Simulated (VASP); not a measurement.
Here is a VASP 6.6.1 calculation.

INCAR

```
SYSTEM = Al
PREC     = Accurate       ! precision mode
ENCUT    = 520            ! plane-wave cutoff, eV
EDIFF    = 1E-6           ! SCF threshold, eV
ISMEAR   = 0              ! smearing method
SIGMA    = 0.1            ! smearing width, eV
LREAL    = .FALSE.        ! projectors in reciprocal space
LASPH    = .TRUE.         ! aspherical terms in the spheres
NELM     = 100            ! most SCF steps
ALGO     = Normal         ! electronic algorithm
ISIF     = 2              ! what is computed and relaxed
LWAVE    = .FALSE.        ! write WAVECAR
LCHARG   = .FALSE.        ! write CHGCAR
GGA      = PE             ! functional
NBANDS   = 10             ! bands
```

KPOINTS

```
Automatic mesh
0
G
  18 18 14
  0 0 0
```

The input POSCAR:

```
Al
1.0
    2.0511226176      2.0511226176      0.0000000000
   -2.0511226176      2.0511226176      0.0000000000
    0.0000000000      0.0000000000      3.9719802919
Al
2
Direct
    0.0000000000      0.0000000000      0.0000000000
    0.5000000000      0.5000000000      0.5000000000
```

Potentials or basis: VASP PAW PBE potentials, release 64 (Al).

Run with:

```bash
$ cat potpaw_PBE.64/Al/POTCAR > POTCAR
$ mpirun -np 1 vasp_std > vasp.out
```

(1) What does it give for the band gap on the k mesh?

(2) What does it give for the pressure?

Results:

(1) zero (band 3 reaches 15.02 eV, above the bottom of band 4 at 3.51 eV).

(2) -0.9 GPa.

Caveat: the cell differs from its parent crystal (biaxial strain in the a-b plane: +1.5 %, then relaxed in part).
